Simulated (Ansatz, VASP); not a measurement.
# C in VASP and in Ansatz

```
C
1.0
     0.00000    1.85474    1.92607
     1.85474    0.00000    1.92607
     1.85474    1.85474    0.00000
C
2
Direct
  0.50000 0.50000 0.50000
  0.75000 0.75000 0.75000
```

Change from the starting cell: strain +0.040 along x and y, +0.080 along z, atoms carried along.

Alike in both runs: task single point; functional PBEsol; k mesh 12 × 12 × 12; occupations gaussian, width 0.05 eV; no spin polarisation.

|  | VASP | Ansatz |
| --- | --- | --- |
| version | VASP 6.6.1 | Ansatz 0.2.0 |
| potentials or method | VASP PAW PBE potentials, release 64 (C), cutoff 520 eV | scalar-relativistic, plane waves, PAW |
| valence electrons in the cell | 8 | 8 |

Ansatz gave:

```
gap on the k mesh at the Fermi level (eV)                     : 3.27
least direct gap on the mesh (eV)                             : 4.81
pressure (GPa)                                                : -54.8
traceless stress, the component that is largest in VASP (GPa) : -20.14
```

**Question.** Estimate VASP's values.

**Answer.** gap on the k mesh at the Fermi level (eV): 3.26; least direct gap on the mesh (eV): 4.81; pressure (GPa): -54.3; traceless stress, the component that is largest in VASP (GPa): -20.13.

VASP's potentials were made for PBE, not for PBEsol. Both programs put the cell under strong tension, so it lies far from rest at this level.

Noted on VASP's run: the cell as given lies far from equilibrium.
